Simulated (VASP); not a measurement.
# Al2Ru (I4/mmm) in VASP: a series of runs, part 2 of 2

VASP 6.6.1. The steps go on from the part before.

### Step 3. Single point, LDA, collinear spin, ferromagnetic start (11.14 Å³/atom)

This run uses another cell than the first one, of 11.14 Å³/atom.

INCAR reads:

```
SYSTEM = Al2Ru
  PREC = Accurate
  ENCUT = 520
  EDIFF = 1E-6
  ISMEAR = 0
  SIGMA = 0.15
  LREAL = .False.
  LASPH = .True.
  NELM = 150
  ALGO = Normal
  ISIF = 2
  LWAVE = .False.
  LCHARG = .False.
  ISPIN = 2
  MAGMOM = 0 0 1.125
  LORBIT = 11
  NUPDOWN = 1.125
  LMAXMIX = 4
  NBANDS = 21
```

KPOINTS reads:

```
regular mesh
0
Gamma
  20 20 20
  0 0 0
```

POSCAR reads:

```
Al2Ru
1.0
   -1.4580974961      1.4580974961      3.9291205040
    1.4580974961     -1.4580974961      3.9291205040
    1.4580974961      1.4580974961     -3.9291205040
Al Ru
2 1
Direct
    0.6590860915      0.6590860915      0.0000000000
    0.3409139085      0.3409139085      0.0000000000
    0.0000000000      0.0000000000      0.0000000000
```

Potentials or basis: VASP PAW LDA potentials, release 64 (Al, Ru_pv).

Run with:

```sh
$ cat potpaw_LDA.64/Al/POTCAR potpaw_LDA.64/Ru_pv/POTCAR > POTCAR
$ mpirun -np 1 vasp_std > vasp.out
```

OUTCAR:

```text
SYSTEM = Al2Ru
   PREC = Accurate
   ENCUT = 520
   EDIFF = 1E-6
   ISMEAR = 0
   LREAL = .False.
   LASPH = .True.
   NELM = 150
   ISIF = 2
   ISPIN = 2
   LORBIT = 11
   NUPDOWN = 1.125

 ion  position               nearest neighbor table
   1  0.659  0.659  0.000-   3 2.41   3 2.41   3 2.41   3 2.41   2 2.50   2 2.51   2 2.51   2 2.51
                             2 2.51   3 2.68
   2  0.341  0.341  0.000-   3 2.41   3 2.41   3 2.41   3 2.41   1 2.50   1 2.51   1 2.51   1 2.51
                             1 2.51   3 2.68
   3  0.000  0.000  0.000-   1 2.41   1 2.41   1 2.41   2 2.41   1 2.41   2 2.41   2 2.41   2 2.41
                             1 2.68   2 2.68

  LATTYP: Found a body centered tetragonal cell.
 ALAT       =     2.9161949922
 C/A-ratio  =     2.6946898369

  Lattice vectors:

 A1 = (  -1.4580974961,   1.4580974961,   3.9291205040)
 A2 = (   1.4580974961,  -1.4580974961,   3.9291205040)
 A3 = (   1.4580974961,   1.4580974961,  -3.9291205040)

Analysis of symmetry for initial positions (statically):
=====================================================================
 Subroutine PRICEL returns:
 Original cell was already a primitive cell.

 Routine SETGRP: Setting up the symmetry group for a
 body centered tetragonal supercell.

 Subroutine GETGRP returns: Found 16 space group operations
 (whereof 16 operations were pure point group operations)
 out of a pool of 16 trial point group operations.

The static configuration has the point symmetry D_4h.

Analysis of symmetry for dynamics (positions and initial velocities):
=====================================================================
 Subroutine PRICEL returns:
 Original cell was already a primitive cell.

 Routine SETGRP: Setting up the symmetry group for a
 body centered tetragonal supercell.

 Subroutine GETGRP returns: Found 16 space group operations
 (whereof 16 operations were pure point group operations)
[... 162 lines left out ...]
  ---------------------------------------------------
  free energy    TOTEN  =       -19.26465260 eV

  energy without entropy =      -19.25232230  energy(sigma->0) =      -19.25848745

 E-fermi :  12.2741     XC(G=0): -13.1180

 val. band max:       14.8404961146   @ k =   0.3000   0.2000   0.0000
 cond. band min:      12.2770167199   @ k =  -0.4000   0.5000   0.1000
 fundamental gap:     -2.5634793947
 Fermi energy:        14.8457839428

 spin component 1

 k-point     1 :       0.0000    0.0000    0.0000
  band No.  band energies     occupation
      1     -29.0872      1.00000
      2     -28.9762      1.00000
      3     -28.9762      1.00000
      4       0.9634      1.00000
      5       6.7229      1.00000
      6       8.5010      1.00000
[... 565 lines left out ...]
     20      28.0504      0.00000
     21      29.0484      0.00000

 [... further k-points ...]

 spin component 2

 k-point     1 :       0.0000    0.0000    0.0000
  band No.  band energies     occupation
      1     -28.7283      1.00000
      2     -28.5264      1.00000
      3     -28.5264      1.00000
      4       1.2622      1.00000
      5       7.0349      1.00000
      6       8.9414      1.00000
[... 565 lines left out ...]
     20      28.3155      0.00000
     21      29.3621      0.00000

 [... further k-points ...]

------------------------ aborting loop because EDIFF is reached ----------------------------------------

  FORCE on cell =-STRESS in cart. coord.  units (eV):
  Direction    XX          YY          ZZ          XY          YZ          ZX
  --------------------------------------------------------------------------------------
  -------------------------------------------------------------------------------------
  Total       12.3743896     12.3743896     11.1262624      0.0000000      0.0000000      0.0000000
  in kB      593.3431023    593.3431023    533.4962986      0.0000000      0.0000000      0.0000000
  external PRESSURE =     573.3941678 kB  Pullay stress =       0.0000000 kB

 VOLUME and BASIS-vectors are now :
 -----------------------------------------------------------------------------
  energy-cutoff  :      520.00
  volume of cell :       33.41
      direct lattice vectors                 reciprocal lattice vectors
    -1.458097496  1.458097496  3.929120504     0.000000000  0.342912598  0.127254942
     1.458097496 -1.458097496  3.929120504     0.342912598  0.000000000  0.127254942
     1.458097496  1.458097496 -3.929120504     0.342912598  0.342912598  0.000000000

 POSITION                                       TOTAL-FORCE (eV/Angst)
 -----------------------------------------------------------------------------------
      0.00000      0.00000      5.17926         0.000000      0.000000      0.643024
      0.00000      0.00000      2.67898        -0.000000     -0.000000     -0.643024
      0.00000      0.00000      0.00000         0.000000      0.000000      0.000000
 -----------------------------------------------------------------------------------
    total drift:                                0.000000     -0.000000     -0.000000

  FREE ENERGIE OF THE ION-ELECTRON SYSTEM (eV)
  ---------------------------------------------------
  free  energy   TOTEN  =       -19.2646526010 eV

  energy  without entropy=      -19.2523222969  energy(sigma->0) =      -19.25848745

 total charge

# of ion       s       p       d       tot
------------------------------------------
    1        0.435   0.530   0.000   0.965
    2        0.435   0.530   0.000   0.965
    3        0.405   6.377   6.501  13.283
--------------------------------------------------
tot          1.276   7.437   6.501  15.214

 magnetization (x)

# of ion       s       p       d       tot
------------------------------------------
    1        0.015   0.052   0.000   0.067
    2        0.015   0.052   0.000   0.067
    3        0.010   0.057   0.570   0.637
--------------------------------------------------
tot          0.040   0.160   0.570   0.770
```

OSZICAR:

```text
N       E                     dE             d eps       ncg     rms          rms(c)
DAV:   1     0.141357380828E+03    0.14136E+03   -0.99979E+03 54004   0.883E+02
DAV:   2    -0.165589889823E+02   -0.15792E+03   -0.15220E+03 59759   0.270E+02
DAV:   3    -0.198986138558E+02   -0.33396E+01   -0.33133E+01 66620   0.398E+01
DAV:   4    -0.199165297028E+02   -0.17916E-01   -0.17913E-01 60402   0.322E+00
DAV:   5    -0.199167113423E+02   -0.18164E-03   -0.18164E-03 63966   0.324E-01    0.204E+01
DAV:   6    -0.194851567300E+02    0.43155E+00   -0.26036E+00 59494   0.136E+01    0.557E+00
DAV:   7    -0.193181576313E+02    0.16700E+00   -0.65435E-01 59619   0.668E+00    0.569E+00
DAV:   8    -0.192689107793E+02    0.49247E-01   -0.59740E-02 63519   0.201E+00    0.148E+00
DAV:   9    -0.192654782378E+02    0.34325E-02   -0.51121E-03 61364   0.506E-01    0.382E-01
DAV:  10    -0.192647173272E+02    0.76091E-03   -0.61184E-04 60755   0.153E-01    0.174E-01
DAV:  11    -0.192646493707E+02    0.67956E-04   -0.12623E-04 63526   0.758E-02    0.900E-02
DAV:  12    -0.192646527308E+02   -0.33602E-05   -0.96799E-06 61781   0.226E-02    0.336E-02
DAV:  13    -0.192646526010E+02    0.12988E-06   -0.19336E-06 50092   0.100E-02
   1 F= -.19264653E+02 E0= -.19258487E+02  d E =-.123303E-01  mag=     1.1250
```

Run time: 35 min. Hardware: 1 thread of Oxide Virtual Turin-like, shared host; peak memory 0.68 GiB.

What came out:

```
Free energy                                           : -19.2647 eV
Pressure                                              : 57.3 GPa
Largest force                                         : 0.643 eV/Å
Net moment                                            : 1.12 μB per cell
Site moments                                          : Al +0.07; Ru +0.64 μB
Valence electrons inside the program's atomic spheres : Al 0.96; Ru 13.28
```

Forces on the atoms (eV/Å):
```
Al   0.000  0.000  0.643
Al   0.000  0.000 -0.643
Ru   0.000  0.000  0.000
```

Caveat: the cell stands under pressure; the total moment is fixed, so each spin has its own Fermi level.

### Step 4. Single point, LDA, collinear spin, ferromagnetic start (12.25 Å³/atom)

This run uses another cell than the first one, of 12.25 Å³/atom.

INCAR reads:

```
PREC = Accurate
ENCUT = 520
EDIFF = 1E-6
ISMEAR = 0
SIGMA = 0.15
LREAL = F
LASPH = T
NELM = 150
ALGO = Normal
ISIF = 2
LWAVE = F
LCHARG = T
ISPIN = 2
MAGMOM = 0 0 0.562
LORBIT = 11
NUPDOWN = 0.5625
LMAXMIX = 4
LELF = T
LVHAR = T
NBANDS = 21
```

KPOINTS reads:

```
Automatic mesh
0
Gamma
  20 20 20
```

POSCAR reads:

```
Al2Ru
1.0
   -1.5051732418      1.5051732418      4.0559750373
    1.5051732418     -1.5051732418      4.0559750373
    1.5051732418      1.5051732418     -4.0559750373
Al Ru
2 1
Direct
    0.6590860915      0.6590860915      0.0000000000
    0.3409139085      0.3409139085      0.0000000000
    0.0000000000      0.0000000000      0.0000000000
```

Run with:

```sh
$ cat potpaw_LDA.64/Al/POTCAR potpaw_LDA.64/Ru_pv/POTCAR > POTCAR
$ mpirun -np 1 vasp_std > vasp.out
```

Wall time 25 min (1 thread of Oxide Virtual Turin-like, shared host); peak memory 0.71 GiB.

The run converged. Its results:

```
Free energy                                           : -20.6297 eV
Pressure                                              : 22.0 GPa
Largest force                                         : 0.158 eV/Å
Net moment                                            : 0.56 μB per cell
Site moments                                          : Al +0.03; Ru +0.29 μB
Valence electrons inside the program's atomic spheres : Al 0.90; Ru 13.04
```

Forces in eV/Å, atoms in the order of the input:
```
Al   0.000  0.000  0.158
Al   0.000  0.000 -0.158
Ru   0.000  0.000  0.000
```

Stress tensor (GPa, compression positive):
```
23.05  0.00  0.00
 0.00 23.05  0.00
 0.00  0.00 19.88
```

Caveat: the cell stands under pressure; the total moment is fixed, so each spin has its own Fermi level.

### Step 5. The runs side by side

```tsv
fixed moment (μB)	cell	pressure (GPa)	moment (μB)	largest force (eV/Å)
1.125	a = 4.715 Å, angles 141.6, 141.6, 55.4°, 3 atoms	4.5	1.12	0.21
1.125	a = 4.437 Å, angles 141.6, 141.6, 55.4°, 3 atoms	57.3	1.12	0.64
0.5625	a = 4.581 Å, angles 141.6, 141.6, 55.4°, 3 atoms	22.0	0.56	0.16
```

Alike in all rows: task single point; level LDA; potentials or basis VASP PAW LDA potentials, release 64 (Al, Ru_pv); spin collinear, ferromagnetic start; k mesh 20 × 20 × 20; cutoff (eV) 520; smearing gaussian 0.15 eV.

Caveats: the cell stands under pressure; the total moment is fixed, so each spin has its own Fermi level.

Absolute energies hang on the potentials; compare differences alone.
